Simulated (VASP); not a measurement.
Li:

```xyz
1
Lattice="-1.7547 1.7547 1.7547 1.7547 -1.7547 1.7547 1.7547 1.7547 -1.7547" Properties=species:S:1:pos:R:3 pbc="T T T"
Li    0.0000    0.0000    0.0000
```

- Program: VASP 6.6.1
- Task: relaxation of cell and atoms
- Functional: PBE
- Potentials or basis: VASP PAW PBE potentials, release 64 (Li_sv)
- Cutoff: 600 eV
- k mesh: 10 × 10 × 10
- Occupations: fermi-dirac, width 0.02 eV
- Spin: no spin polarisation

At the start: pressure -0.9 GPa; volume 21.61 Å³/atom.

Problem. How do energy, volume and symmetry change on relaxing?

Solution. Over 3 steps the energy falls by 4.4 meV/atom and the volume is 20.15 Å³/atom (-6.8 %); space group Im-3m (No. 229, to 0.05 Å).

The path:
```
step  energy change (eV)  largest force (eV/Å)  pressure (GPa)  volume (Å³)
   1              0.0000                0.0000           -0.89        21.61
   2             -0.0018                0.0000           -0.68        21.24
   3             -0.0044                0.0000           -0.04        20.15
```

Final structure:
```yaml
crystal:
  lattice:
    - [-1.71411, 1.71411, 1.71411]
    - [1.71411, -1.71411, 1.71411]
    - [1.71411, 1.71411, -1.71411]
  atoms:
    - { symbol: Li, position: [0.00000, 0.00000, 0.00000] }
```

Caveat: the cutoff is under 1.25 times the usual one of these potentials, so pressure, stress and relaxed cells hold a basis-set (Pulay) error.
